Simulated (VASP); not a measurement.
# Ga (Cmce) in VASP: notebook

Runs on Ga. Level: PBE. Tasks: single point.

Program: VASP 6.6.1. These are calculated values, not measurements. Logs are shortened: lines on timing, memory, paths and dates and some standing lists are left out, and cuts for length are marked.

**1. The cell of the first run**

The structure is orthorhombic, space group Cmce (No. 64). Conventional cell: a = 4.375 Å, b = 7.415 Å, c = 4.517 Å, α = 90.00°, β = 90.00°, γ = 90.00°. Ga (site symmetry m) has 7 Ga at 2.37 to 2.72 Å within 3.1 Å.

**2. Single point, PBE (equal xx and yy strain of -3 %)**

File INCAR:

```
PREC     = Accurate       # precision mode
ENCUT    = 520            # plane-wave cutoff, eV
EDIFF    = 1E-7           # SCF threshold, eV
ISMEAR   = -1             # smearing method
SIGMA    = 0.05           # smearing width, eV
LREAL    = False          # projectors in reciprocal space
LASPH    = True           # aspherical terms in the spheres
NELM     = 100            # most SCF steps
ALGO     = Normal         # electronic algorithm
ISIF     = 2              # what is computed and relaxed
LWAVE    = False          # write WAVECAR
LCHARG   = True           # write CHGCAR
GGA      = PE             # functional
LELF     = True           # ELF
LVHAR    = True         
NBANDS   = 34             # bands
```

File KPOINTS:

```
regular mesh
0
Gamma
  9 9 8
```

File POSCAR:

```
Ga
1.0
    2.1876895000     -3.7077280000      0.0000000000
    2.1876895000      3.7077280000      0.0000000000
    0.0000000000      0.0000000000      4.5167000000
Ga
4
Direct
    0.1525000000      0.8475000000      0.0785000000
    0.6525000000      0.3475000000      0.4215000000
    0.8475000000      0.1525000000      0.9215000000
    0.3475000000      0.6525000000      0.5785000000
```

Potentials or basis: VASP PAW PBE potentials, release 64 (Ga_d).

Started as:

```sh
$ cat potpaw_PBE.64/Ga_d/POTCAR > POTCAR
$ mpirun -np 1 vasp_std > vasp.out
```

OUTCAR:

```text
PREC = Accurate
   ENCUT = 520
   EDIFF = 1E-7
   ISMEAR = -1
   LREAL = False
   LASPH = True
   NELM = 100
   ISIF = 2
   GGA = PE

 ion  position               nearest neighbor table
   1  0.153  0.847  0.078-   3 2.37   2 2.68   2 2.68   4 2.68   4 2.68   3 2.72   3 2.72
   2  0.653  0.347  0.422-   4 2.37   1 2.68   1 2.68   3 2.68   3 2.68   4 2.72   4 2.72
   3  0.847  0.153  0.922-   1 2.37   4 2.68   4 2.68   2 2.68   2 2.68   1 2.72   1 2.72
   4  0.347  0.653  0.578-   2 2.37   3 2.68   3 2.68   1 2.68   1 2.68   2 2.72   2 2.72

  LATTYP: Found a base centered orthorhombic cell.
 ALAT       =     4.3753790000
 B/A-ratio  =     1.6948145521
 C/A-ratio  =     1.0322991448

  Lattice vectors:

 A1 = (   2.1876895000,  -3.7077280000,   0.0000000000)
 A2 = (   2.1876895000,   3.7077280000,   0.0000000000)
 A3 = (   0.0000000000,   0.0000000000,   4.5167000000)

Analysis of symmetry for initial positions (statically):
=====================================================================
 Subroutine PRICEL returns:
 Original cell was already a primitive cell.

 Routine SETGRP: Setting up the symmetry group for a
 base centered orthorhombic supercell.

 Subroutine GETGRP returns: Found  8 space group operations
 (whereof  4 operations were pure point group operations)
 out of a pool of  8 trial point group operations.

The static configuration has the point symmetry C_2h.
 The point group associated with its full space group is D_2h.

Analysis of symmetry for dynamics (positions and initial velocities):
=====================================================================
 Subroutine PRICEL returns:
 Original cell was already a primitive cell.

 Routine SETGRP: Setting up the symmetry group for a
 base centered orthorhombic supercell.

 Subroutine GETGRP returns: Found  8 space group operations
 (whereof  4 operations were pure point group operations)
 out of a pool of  8 trial point group operations.

The dynamic configuration has the point symmetry C_2h.
 The point group associated with its full space group is D_2h.

 Subroutine INISYM returns: Found  8 space group operations
 (whereof  4 operations are pure point group operations),
 and found     1 'primitive' translations

----------------------------------------------------------------------------------------

                                     Primitive cell

  volume of cell :      73.2731

  direct lattice vectors                    reciprocal lattice vectors
     2.187689500 -3.707728000  0.000000000     0.228551629 -0.134853474  0.000000000
     2.187689500  3.707728000  0.000000000     0.228551629  0.134853474  0.000000000
     0.000000000  0.000000000  4.516700000     0.000000000  0.000000000  0.221400580

  length of vectors
     4.305024073  4.305024073  4.516700000     0.265370131  0.265370131  0.221400580

  position of ions in fractional coordinates (direct lattice)
     0.152500000  0.847500000  0.078500000
     0.652500000  0.347500000  0.421500000
     0.847500000  0.152500000  0.921500000
     0.347500000  0.652500000  0.578500000

  ion indices of the primitive-cell ions
   primitive index   ion index
                 1           1
                 2           2
                 3           3
                 4           4

----------------------------------------------------------------------------------------

 KPOINTS: regular mesh

Automatic generation of k-mesh.
 Grid dimensions read from file:
 generate k-points for:    9    9    8

 Generating k-lattice:

  Cartesian coordinates                     Fractional coordinates (reciprocal lattice)
     0.025394625 -0.014983719  0.000000000     0.111111111  0.000000000  0.000000000
     0.025394625  0.014983719  0.000000000     0.000000000  0.111111111  0.000000000
     0.000000000  0.000000000  0.027675073     0.000000000  0.000000000  0.125000000

  Length of vectors
     0.029485570  0.029485570  0.027675073

  Shift w.r.t. Gamma in fractional coordinates (k-lattice)
     0.000000000  0.000000000  0.000000000

 Subroutine IBZKPT returns following result:
 ===========================================

 Found    125 irreducible k-points:

 Following reciprocal coordinates:
            Coordinates               Weight
  0.000000  0.000000  0.000000      1.000000
  0.111111  0.000000  0.000000      4.000000
  0.222222  0.000000  0.000000      4.000000
  0.333333 -0.000000  0.000000      4.000000
  0.444444  0.000000  0.000000      4.000000
  0.111111  0.111111  0.000000      2.000000
[... 16 lines left out ...]
 -0.333333  0.333333  0.000000      2.000000
  0.444444  0.444444  0.000000      2.000000
 [... further k-points ...]
   k-points           NKPTS =    125   k-points in BZ     NKDIM =    125   number of bands    NBANDS=     34
   number of dos      NEDOS =    301   number of ions     NIONS =      4
   total plane-waves  NPLWV =  36864
   dimension x,y,z NGX =    32 NGY =   32 NGZ =   36
   dimension x,y,z NGXF=    64 NGYF=   64 NGZF=   72
   ions per type =               4
   NGX,Y,Z   is equivalent  to a cutoff of  12.36, 12.36, 13.25 a.u.
   NGXF,Y,Z  is equivalent  to a cutoff of  24.71, 24.71, 26.50 a.u.
 SYSTEM =  unknown system
   PREC   = accura    normal or accurate (medium, high low for compatibility)
   ISTART =      0    job   : 0-new  1-cont  2-samecut
   ICHARG =      2    charge: 1-file 2-atom 10-const
   ISPIN  =      1    spin polarized calculation?
   LNONCOLLINEAR =      F non collinear calculations
   LSORBIT =      F    spin-orbit coupling
   LASPH  =      T    aspherical Exc in radial PAW
   ENCUT  =  520.0 eV  38.22 Ry    6.18 a.u.   8.00  8.00  8.40*2*pi/ulx,y,z
   NELM   =    100;   NELMIN=  2; NELMDL= -5     # of ELM steps
   EDIFF  = 0.1E-06   stopping-criterion for ELM
   LREAL  =      F    real-space projection
   EDIFFG = 0.1E-05   stopping-criterion for IOM
   NSW    =      0    number of steps for IOM
   IBRION =     -1    ionic relax: 0-MD 1-quasi-New 2-CG
   NFREE  =      0    steps in history (QN), initial steepest desc. (CG)
   ISIF   =      2    stress and relaxation
   ISYM   =      2    0-nonsym 1-usesym 2-fastsym
   POTIM  = 0.5000    time-step for ionic-motion
   TEBEG  =    0.0;   TEEND  =   0.0 temperature during run
   PSTRESS=    0.0 pullay stress
   NELECT =      52.0000    total number of electrons
   NUPDOWN=      -1.0000    fix difference up-down
   EMIN   =  10.00;   EMAX   =-10.00  energy-range for DOS
   EFERMI =   0.00;   METHOD = LEGACY
   ISMEAR =    -1;   SIGMA  =   0.05  broadening in eV -4-tet -1-fermi 0-gaus
   EFERMI_NEDOS =   21; number of points for ismear=-14 and -15
   IALGO  =     38    algorithm
   IMIX   =      4    mixing-type and parameters
     AMIX     =   0.40;   BMIX     =  1.00
     AMIX_MAG =   1.60;   BMIX_MAG =  1.00
  volume/ion in A,a.u.               =      18.32       123.62
  Fermi-wavevector in a.u.,A,eV,Ry     =   1.460252  2.759475 29.012174  2.132335
  Thomas-Fermi vector in A             =   2.576723
   LORBIT       =      0    0 simple, 1 ext, 2 COOP (PROOUT), +10 PAW based schemes
   GGA     = PE    functional components
   LHFCALC =     F    Hartree Fock is set to
   AEXX    =    0.0000 exact exchange contribution
   IVDW    =     0    specifies the selected vdW correction
   LEPSILON=     F    determine dielectric tensor
   LRPA    =     F    only Hartree local field effects (RPA)
 non-spin polarized calculation
  energy-cutoff  :      520.00
  volume of cell :       73.27
 maximum number of plane-waves:      1996
   NGX = 17   NGY = 17   NGZ = 17

 number of electron      52.0000013 magnetization

 Free energy of the ion-electron system (eV)
  ---------------------------------------------------
  ext. energy  EPLUGINS =         0.00000000
  ---------------------------------------------------
  free energy    TOTEN  =       -11.41955938 eV

  energy without entropy =      -11.41258136  energy(sigma->0) =      -11.41607037

 E-fermi :   5.6755     XC(G=0): -10.9854

 val. band max:        5.6674796079   @ k =   0.4444   0.4444   0.1250
 cond. band min:       5.6763579613   @ k =   0.4444   0.4444   0.1250
 fundamental gap:      0.0088783533
 Fermi energy:         5.6754717984

 k-point     1 :       0.0000    0.0000    0.0000
  band No.  band energies     occupation
      1      -9.6206      2.00000
      2      -9.6201      2.00000
      3      -9.6176      2.00000
      4      -9.5970      2.00000
      5      -9.5324      2.00000
      6      -9.4889      2.00000
[... 26 lines left out ...]
     33      12.6640      0.00000
     34      13.2085      0.00000

 k-point     2 :       0.1111    0.0000    0.0000
  band No.  band energies     occupation
      1      -9.6283      2.00000
      2      -9.6168      2.00000
      3      -9.6136      2.00000
      4      -9.6002      2.00000
      5      -9.5205      2.00000
      6      -9.4853      2.00000
[... 26 lines left out ...]
     33      12.5743      0.00000
     34      13.4686      0.00000

 k-point     3 :       0.2222    0.0000    0.0000
  band No.  band energies     occupation
      1      -9.6338      2.00000
      2      -9.6205      2.00000
      3      -9.6147      2.00000
      4      -9.5906      2.00000
      5      -9.5064      2.00000
      6      -9.4670      2.00000
[... 26 lines left out ...]
     33      11.9362      0.00000
     34      13.0445      0.00000
[... 704 lines left out ...]
 k-point    23 :      -0.3333    0.3333    0.0000
  band No.  band energies     occupation
      1      -9.7070      2.00000
      2      -9.6464      2.00000
      3      -9.5893      2.00000
      4      -9.5652      2.00000
      5      -9.5332      2.00000
      6      -9.5314      2.00000
[... 26 lines left out ...]
     33      11.6794      0.00000
     34      13.4542      0.00000

 k-point    24 :       0.4444    0.4444    0.0000
  band No.  band energies     occupation
      1      -9.7320      2.00000
      2      -9.6248      2.00000
      3      -9.6197      2.00000
      4      -9.5775      2.00000
      5      -9.5546      2.00000
      6      -9.4788      2.00000
[... 26 lines left out ...]
     33      12.8742      0.00000
     34      14.0514      0.00000

 [... further k-points ...]

------------------------ aborting loop because EDIFF is reached ----------------------------------------

  FORCE on cell =-STRESS in cart. coord.  units (eV):
  Direction    XX          YY          ZZ          XY          YZ          ZX
  --------------------------------------------------------------------------------------
  -------------------------------------------------------------------------------------
  Total        2.4743488      5.1240629      1.9655744      0.0000000      0.0000000      0.0000000
  in kB       54.1036691    112.0418431     42.9788989      0.0000000      0.0000000      0.0000000
  external PRESSURE =      69.7081370 kB  Pullay stress =       0.0000000 kB

 VOLUME and BASIS-vectors are now :
 -----------------------------------------------------------------------------
  energy-cutoff  :      520.00
  volume of cell :       73.27
      direct lattice vectors                 reciprocal lattice vectors
     2.187689500 -3.707728000  0.000000000     0.228551629 -0.134853474  0.000000000
     2.187689500  3.707728000  0.000000000     0.228551629  0.134853474  0.000000000
     0.000000000  0.000000000  4.516700000     0.000000000  0.000000000  0.221400580

 POSITION                                       TOTAL-FORCE (eV/Angst)
 -----------------------------------------------------------------------------------
      2.18769      2.57687      0.35456         0.000000     -0.591928      0.185416
      2.18769     -1.13086      1.90379         0.000000     -0.591928     -0.185416
      2.18769     -2.57687      4.16214         0.000000      0.591928     -0.185416
      2.18769      1.13086      2.61291         0.000000      0.591928      0.185416
 -----------------------------------------------------------------------------------
    total drift:                               -0.000000     -0.000000     -0.000000

  FREE ENERGIE OF THE ION-ELECTRON SYSTEM (eV)
  ---------------------------------------------------
  free  energy   TOTEN  =       -11.4195593772 eV

  energy  without entropy=      -11.4125813606  energy(sigma->0) =      -11.41607037
```

Run time: 9.8 min. Hardware: 1 thread of Intel Xeon 8259CL, shared host; peak memory 0.33 GiB.

Results:

* Free energy: -11.4196 eV
* Pressure: 7.0 GPa
* Largest force: 0.620 eV/Å
* Band gap on the k mesh: zero (bands 26 and 27 overlap by 1.30 eV)

Forces in eV/Å, atoms in the order of the input:
```
Ga   0.000 -0.592  0.185
Ga   0.000 -0.592 -0.185
Ga   0.000  0.592 -0.185
Ga   0.000  0.592  0.185
```

Stress tensor (GPa, compression positive):
```
 5.41  0.00  0.00
 0.00 11.20  0.00
 0.00  0.00  4.30
```

Levels at points of the mesh, in eV from the Fermi level:
```tsv
k point	band 24	band 25	band 26	band 27	band 28	band 29
(0.00, 0.00, 0.00)	-1.57	-1.24	-0.84	0.95	1.05	1.31
(0.00, 0.00, 0.50)	-0.04	0.14	0.14	0.39	0.39	2.29
```

Caveat: the cell differs from its parent crystal (equal xx and yy strain of -3 %); the cell stands under pressure.

**3. Single point, PBE (zz strain of -3 %)**

File INCAR:

```
PREC     = Accurate       # precision mode
ENCUT    = 520            # plane-wave cutoff, eV
EDIFF    = 1E-7           # SCF threshold, eV
ISMEAR   = -1             # smearing method
SIGMA    = 0.05           # smearing width, eV
LREAL    = F              # projectors in reciprocal space
LASPH    = T              # aspherical terms in the spheres
NELM     = 80             # most SCF steps
ALGO     = Normal         # electronic algorithm
ISIF     = 2              # what is computed and relaxed
LWAVE    = F              # write WAVECAR
LCHARG   = F              # write CHGCAR
GGA      = PE             # functional
NBANDS   = 34             # bands
```

File KPOINTS:

```
Automatic mesh
0
Gamma
  9 9 8
```

File POSCAR:

```
Ga
1.0
    2.2553500000     -3.8224000000      0.0000000000
    2.2553500000      3.8224000000      0.0000000000
    0.0000000000      0.0000000000      4.3811990000
Ga
4
Direct
    0.1525000000      0.8475000000      0.0785000000
    0.6525000000      0.3475000000      0.4215000000
    0.8475000000      0.1525000000      0.9215000000
    0.3475000000      0.6525000000      0.5785000000
```

Potentials or basis: VASP PAW PBE potentials, release 64 (Ga_d).

Started as:

```sh
$ cat potpaw_PBE.64/Ga_d/POTCAR > POTCAR
$ mpirun -np 1 vasp_std > vasp.out
```

Run time: 2 min. Hardware: 1 thread of Intel Xeon 6975P-C (Granite Rapids), shared host; peak memory 0.35 GiB.

It converged, with:

```
Free energy            : -11.5289 eV
Pressure               : 4.4 GPa
Largest force          : 0.345 eV/Å
Band gap on the k mesh : zero (bands 26 and 27 overlap by 1.33 eV)
```

Forces on the atoms (eV/Å):
```
Ga   0.000 -0.333  0.089
Ga   0.000 -0.333 -0.089
Ga   0.000  0.333 -0.089
Ga   0.000  0.333  0.089
```

Stress tensor (GPa, compression positive):
```
3.75 0.00 0.00
0.00 4.80 0.00
0.00 0.00 4.72
```

Levels at points of the mesh, in eV from the Fermi level:
| k point | band 24 | band 25 | band 26 | band 27 | band 28 | band 29 |
| --- | --- | --- | --- | --- | --- | --- |
| (0.00, 0.00, 0.00) | -1.84 | -1.74 | -1.01 | 0.85 | 0.88 | 0.91 |
| (0.00, 0.00, 0.50) | -0.16 | -0.07 | -0.07 | 0.08 | 0.08 | 2.18 |

Caveat: the cell differs from its parent crystal (zz strain of -3 %); the cell stands under pressure.

**4. Single point, PBE (zz strain of -1 %)**

File INCAR:

```
PREC = Accurate ; ENCUT = 520
EDIFF = 1E-6 ; ISMEAR = -1
SIGMA = 0.05 ; LREAL = False
LASPH = True ; NELM = 80
ALGO = Normal ; ISIF = 2
LWAVE = False ; LCHARG = True
GGA = PE ; LELF = True
LVHAR = True ; NBANDS = 34
```

KPOINTS is that of step 3.

POSCAR: that of step 3 with these lines changed.

```diff
@@ -4,3 +4,3 @@
     2.2553500000      3.8224000000      0.0000000000
-    0.0000000000      0.0000000000      4.3811990000
+    0.0000000000      0.0000000000      4.4715330000
 Ga
```

Started as:

```sh
$ cat potpaw_PBE.64/Ga_d/POTCAR > POTCAR
$ mpirun -np 1 vasp_std > vasp.out
```

Run time: 1.9 min. Hardware: 1 thread of Intel Xeon 6975P-C (Granite Rapids), shared host; peak memory 0.36 GiB.

The run converged. Its results:

```yaml
Free_energy: -11.5639 eV
Pressure: 3.0 GPa
Largest_force: 0.408 eV/Å
Band_gap_on_the_k_mesh: zero (bands 26 and 27 overlap by 1.29 eV)
```

Forces in eV/Å, atoms in the order of the input:
```
Ga   0.000 -0.394  0.108
Ga   0.000 -0.394 -0.108
Ga   0.000  0.394 -0.108
Ga   0.000  0.394  0.108
```

Stress tensor (GPa, compression positive):
```
2.35 0.00 0.00
0.00 4.26 0.00
0.00 0.00 2.49
```

Levels at points of the mesh, in eV from the Fermi level:
| k point | band 22 | band 23 | band 24 | band 25 | band 26 | band 27 | band 28 | band 29 | band 30 | band 31 |
| --- | --- | --- | --- | --- | --- | --- | --- | --- | --- | --- |
| (0.00, 0.00, 0.00) | -4.24 | -3.62 | -1.73 | -1.63 | -0.92 | 0.92 | 0.92 | 0.94 | 5.21 | 5.57 |
| (0.00, 0.00, 0.50) | -9.22 | -0.17 | -0.17 | -0.03 | -0.03 | 0.11 | 0.11 | 2.16 | 2.16 | 3.75 |

Caveat: the cell differs from its parent crystal (zz strain of -1 %); the cell stands under pressure.

[end of part 1 of 2]
